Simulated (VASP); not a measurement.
A run of VASP 6.6.1:

File INCAR:

```
PREC     = Accurate       # precision mode
ENCUT    = 520            # plane-wave cutoff, eV
EDIFF    = 1E-6           # SCF threshold, eV
ISMEAR   = 0              # smearing method
SIGMA    = 0.02           # smearing width, eV
LREAL    = False          # projectors in reciprocal space
LASPH    = True           # aspherical terms in the spheres
NELM     = 100            # most SCF steps
ALGO     = Normal         # electronic algorithm
ISIF     = 2              # what is computed and relaxed
LWAVE    = False          # write WAVECAR
LCHARG   = False          # write CHGCAR
GGA      = PS             # functional
NBANDS   = 12             # bands
```

File KPOINTS:

```
Automatic mesh
0
Gamma
  8 8 8
```

The input POSCAR:

```
LiCl
1.0
    0.2200307604      2.7991790640      2.6729672244
    2.7991790640      0.2200307604      2.6729672244
    2.8869195036      2.8869195036      0.1322903208
Li Cl
1 1
Direct
    0.0165266652      0.0165266652     -0.0311502366
    0.4834733348      0.4834733348      0.5311502366
```

Potentials or basis: VASP PAW PBE potentials, release 64 (Li_sv, Cl).

The run is started by

```console
$ cat potpaw_PBE.64/Li_sv/POTCAR potpaw_PBE.64/Cl/POTCAR > POTCAR
$ mpirun -np 1 vasp_std > vasp.out
```

Hardware: 1 thread of AMD EPYC 7R43 64-Core Processor (Zen 3), with other jobs on the host.

Question: How long does it take, and how much memory?

Answer: Wall time 63 s on 1 thread of AMD EPYC 7R43 64-Core Processor (Zen 3), with other jobs on the host, peak memory 0.16 GiB. Counts: scf iterations 12, k points 150.
